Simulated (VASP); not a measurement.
# Gd (Fm-3m) in VASP: further runs, part 2 of 2

VASP 6.6.1. Earlier steps stand in the parts before.

**3. Single point, LDA, collinear spin, ferromagnetic start**

This run uses another cell than the first one, of 28.56 Å³/atom, 1.375 times its volume.

Contents of INCAR:

```
ALGO     = Normal         # electronic algorithm
EDIFF    = 1E-7           # SCF threshold, eV
ENCUT    = 520            # plane-wave cutoff, eV
GGA      = CA             # functional
ISIF     = 2              # what is computed and relaxed
ISMEAR   = 0              # smearing method
ISPIN    = 2              # spin polarisation
LASPH    = True           # aspherical terms in the spheres
LCHARG   = False          # write CHGCAR
LMAXMIX  = 6              # l up to which the mixer works
LORBIT   = 11             # projections on sites
LREAL    = False          # projectors in reciprocal space
LWAVE    = False          # write WAVECAR
MAGMOM   = 7              # initial moments
NBANDS   = 19             # bands
NELM     = 150            # most SCF steps
PREC     = Accurate       # precision mode
SIGMA    = 0.05           # smearing width, eV
```

Contents of KPOINTS:

```
k-points
0
Gamma
  8 8 8
```

Contents of POSCAR:

```
Gd
1.0
    0.0000000000      2.4261300348      2.4261300348
    2.4261300348      0.0000000000      2.4261300348
    2.4261300348      2.4261300348      0.0000000000
Gd
1
Direct
    0.0000000000      0.0000000000      0.0000000000
```

Potentials or basis: VASP PAW PBE potentials, release 64 (Gd).

Command:

```
> cat potpaw_PBE.64/Gd/POTCAR > POTCAR
> mpirun -np 1 vasp_std > vasp.out
```

OUTCAR:

```text
EDIFF = 1E-7
   ENCUT = 520
   GGA = CA
   ISIF = 2
   ISMEAR = 0
   ISPIN = 2
   LASPH = True
   LORBIT = 11
   LREAL = False
   NELM = 150
   PREC = Accurate

 ion  position               nearest neighbor table
   1  0.000  0.000  0.000-

  LATTYP: Found a face centered cubic cell.
 ALAT       =     4.8522600696

  Lattice vectors:

 A1 = (   0.0000000000,   2.4261300348,   2.4261300348)
 A2 = (   2.4261300348,   0.0000000000,   2.4261300348)
 A3 = (   2.4261300348,   2.4261300348,   0.0000000000)

Analysis of symmetry for initial positions (statically):
=====================================================================
 Subroutine PRICEL returns:
 Original cell was already a primitive cell.

 Routine SETGRP: Setting up the symmetry group for a
 face centered cubic supercell.

 Subroutine GETGRP returns: Found 48 space group operations
 (whereof 48 operations were pure point group operations)
 out of a pool of 48 trial point group operations.

The static configuration has the point symmetry O_h .

Analysis of symmetry for dynamics (positions and initial velocities):
=====================================================================
 Subroutine PRICEL returns:
 Original cell was already a primitive cell.

 Routine SETGRP: Setting up the symmetry group for a
 face centered cubic supercell.

 Subroutine GETGRP returns: Found 48 space group operations
 (whereof 48 operations were pure point group operations)
 out of a pool of 48 trial point group operations.

The dynamic configuration has the point symmetry O_h .

Analysis of structural, dynamic, and magnetic symmetry:
=====================================================================
 Subroutine PRICEL returns:
 Original cell was already a primitive cell.

 Routine SETGRP: Setting up the symmetry group for a
 face centered cubic supercell.

 Subroutine GETGRP returns: Found 48 space group operations
 (whereof 48 operations were pure point group operations)
 out of a pool of 48 trial point group operations.

The overall configuration has the point symmetry O_h .

 Subroutine INISYM returns: Found 48 space group operations
[... 131 lines left out ...]
 NGX is ok and might be reduce to    28
   NGX = 13   NGY = 13   NGZ = 13

 number of electron      17.9999994 magnetization       7.2769232

 Free energy of the ion-electron system (eV)
  ---------------------------------------------------
  ext. energy  EPLUGINS =         0.00000000
  ---------------------------------------------------
  free energy    TOTEN  =       -11.67107704 eV

  energy without entropy =      -11.66803960  energy(sigma->0) =      -11.66955832

 E-fermi :   3.4298     XC(G=0): -10.9299

 val. band max:        3.4254226422   @ k =   0.5000   0.2500   0.0000
 cond. band min:       3.4612330106   @ k =  -0.3750   0.2500   0.0000
 fundamental gap:      0.0358103684
 Fermi energy:         3.4297870600

 spin component 1

 k-point     1 :       0.0000    0.0000    0.0000
  band No.  band energies     occupation
      1     -41.1532      1.00000
      2     -18.1843      1.00000
      3     -18.1843      1.00000
      4     -18.1843      1.00000
      5      -1.6726      1.00000
      6      -0.9445      1.00000
[... 517 lines left out ...]
     18      12.0508      0.00000
     19      15.7217      0.00000

 [... further k-points ...]

 spin component 2

 k-point     1 :       0.0000    0.0000    0.0000
  band No.  band energies     occupation
      1     -38.2924      1.00000
      2     -15.9683      1.00000
      3     -15.9683      1.00000
      4     -15.9683      1.00000
      5      -1.0048      1.00000
      6       3.6456      0.00000
[... 517 lines left out ...]
     18      13.2761      0.00000
     19      16.5918      0.00000

 [... further k-points ...]

------------------------ aborting loop because EDIFF is reached ----------------------------------------

  FORCE on cell =-STRESS in cart. coord.  units (eV):
  Direction    XX          YY          ZZ          XY          YZ          ZX
  --------------------------------------------------------------------------------------
  -------------------------------------------------------------------------------------
  Total        0.0265932      0.0265932      0.0265932      0.0000000      0.0000000      0.0000000
  in kB        1.4917936      1.4917936      1.4917936      0.0000000      0.0000000      0.0000000
  external PRESSURE =       1.4917936 kB  Pullay stress =       0.0000000 kB

 VOLUME and BASIS-vectors are now :
 -----------------------------------------------------------------------------
  energy-cutoff  :      520.00
  volume of cell :       28.56
      direct lattice vectors                 reciprocal lattice vectors
     0.000000000  2.426130035  2.426130035    -0.206089531  0.206089531  0.206089531
     2.426130035  0.000000000  2.426130035     0.206089531 -0.206089531  0.206089531
     2.426130035  2.426130035  0.000000000     0.206089531  0.206089531 -0.206089531

 POSITION                                       TOTAL-FORCE (eV/Angst)
 -----------------------------------------------------------------------------------
      0.00000      0.00000      0.00000         0.000000      0.000000      0.000000
 -----------------------------------------------------------------------------------
    total drift:                               -0.000000     -0.000000     -0.000000

  FREE ENERGIE OF THE ION-ELECTRON SYSTEM (eV)
  ---------------------------------------------------
  free  energy   TOTEN  =       -11.6710770388 eV

  energy  without entropy=      -11.6680396005  energy(sigma->0) =      -11.66955832

 total charge

# of ion       s       p       d       f       tot
--------------------------------------------------
    1        2.079   5.514   0.662   7.019  15.275

 magnetization (x)

# of ion       s       p       d       f       tot
--------------------------------------------------
    1        0.006  -0.035   0.145   6.751   6.868
```

Wall time 72 s (1 thread of Intel Xeon Platinum 8259CL at 2.50GHz (Skylake/Cascade Lake), shared host); peak memory 0.17 GiB.

Results:

* Free energy: -11.6711 eV
* Pressure: 0.1 GPa
* Net moment: 7.28 μB per cell
* Site moments: Gd +6.87 μB
* Valence electrons inside the program's atomic spheres: Gd 15.28

Caveat: the PAW data sets were made with another functional, which shifts forces and pressure a little; spin-orbit coupling is left out, which moves the levels of the heavy elements. The state reached can hang on the start; a lower one may exist.

**4. Relaxation of cell and atoms, LDA, collinear spin, ferromagnetic start**

This run uses another cell than the first one, of 34.58 Å³/atom, 1.664 times its volume.

Contents of INCAR:

```
SYSTEM = Gd
  PREC = Accurate
  ENCUT = 600
  EDIFF = 1E-6
  ISMEAR = 0
  SIGMA = 0.05
  LREAL = .False.
  LASPH = .True.
  NELM = 150
  ALGO = Normal
  ISIF = 3
  LWAVE = .False.
  LCHARG = .False.
  ISPIN = 2
  MAGMOM = 7
  LORBIT = 11
  LMAXMIX = 6
  GGA = CA
  IBRION = 2
  NSW = 80
  EDIFFG = -0.02
```

Contents of KPOINTS:

```
regular mesh
0
Gamma
  8 8 8
  0 0 0
```

Contents of POSCAR:

```
Gd
1.0
    0.0000000000      2.5858190000      2.5858190000
    2.5858190000      0.0000000000      2.5858190000
    2.5858190000      2.5858190000      0.0000000000
Gd
1
Direct
    0.0000000000      0.0000000000      0.0000000000
```

Command:

```
> cat potpaw_PBE.64/Gd/POTCAR > POTCAR
> mpirun -np 1 vasp_std > vasp.out
```

Run time: 4.6 min. Hardware: 1 thread of Intel Xeon Platinum 8259CL at 2.50GHz (Skylake/Cascade Lake), shared host; peak memory 0.2 GiB.

It converged, with:

```
Free energy                                           : -11.6750 eV
Relaxed volume                                        : 28.60 Å³/atom
Relaxed cell                                          : a = 3.433 Å, b = 3.433 Å, c = 3.433 Å, α = 60.00°, β = 60.00°, γ = 60.00°
Space group after relaxing (to 0.05 Å)                : Fm-3m (No. 225)
Energy gained by relaxing                             : 112.8 meV/atom
Ionic steps                                           : 3
Pressure after relaxing                               : 0.1 GPa
Net moment                                            : -7.28 μB per cell
Site moments                                          : Gd -6.87 μB
Valence electrons inside the program's atomic spheres : Gd 15.28
```

Step by step:
```csv
step,energy change (eV),largest force (eV/Å),pressure (GPa),volume (Å³)
1,0.0000,0.0000,-5.55,34.58
2,-0.1125,0.0000,-0.41,28.92
3,-0.1128,0.0000,0.05,28.60
```

Final structure:
```
CELL_PARAMETERS angstrom
0.00000 2.42719 2.42719
2.42719 0.00000 2.42719
2.42719 2.42719 0.00000
ATOMIC_POSITIONS crystal
Gd 0.00000 0.00000 0.00000
```

Levels at points of the mesh, in eV from the Fermi level:
Spin up:
| k point | band 2 | band 3 | band 4 | band 5 | band 6 | band 7 | band 8 | band 9 |
| --- | --- | --- | --- | --- | --- | --- | --- | --- |
| (0.00, 0.00, 0.00) | -19.40 | -19.40 | -19.40 | -4.43 | 0.22 | 0.48 | 0.48 | 0.48 |
| (0.50, 0.00, 0.00) | -20.76 | -19.58 | -19.58 | -1.89 | 0.26 | 0.50 | 0.50 | 0.59 |
| (0.50, 0.50, 0.00) | -20.66 | -19.88 | -19.88 | -1.94 | -1.00 | 0.54 | 0.55 | 0.55 |
Spin down:
```
           k point  band 11  band 12  band 13  band 14  band 15  band 16
(0.00, 0.00, 0.00)    -4.12    -4.12     1.50     1.50     1.50     4.15
(0.50, 0.00, 0.00)    -4.12    -2.60     1.28     1.28     1.71     6.22
(0.50, 0.50, 0.00)    -4.14    -2.59    -1.73     3.49     6.24     6.85
```

Caveat: the volume moved by over 15 % at a fixed basis, so the end points are rough; the PAW data sets were made with another functional, which shifts forces and pressure a little; spin-orbit coupling is left out, which moves the levels of the heavy elements. The state reached can hang on the start; a lower one may exist.

**5. The runs side by side**

```tsv
task	cell	cutoff (eV)	gap on the mesh (eV)	pressure (GPa)	moment (μB)
single point	a = 3.086 Å, angles 60.0°, 1 atom	520	none	19.7	6.91
single point	a = 3.431 Å, angles 60.0°, 1 atom	520	none	0.1	7.28
relaxation of cell and atoms	relaxed from a = 3.657 Å, angles 60.0°, 1 atom	600	none	0.1	7.28
```

Alike in all rows: level LDA; potentials or basis VASP PAW PBE potentials, release 64 (Gd); spin collinear, ferromagnetic start; k mesh 8 × 8 × 8; smearing gaussian 0.05 eV.

Caveats: the PAW data sets were made with another functional, which shifts forces and pressure a little; spin-orbit coupling is left out, which moves the levels of the heavy elements; the volume moved by over 15 % at a fixed basis, so the end points are rough (some runs).

Absolute energies hang on the potentials; compare differences alone.
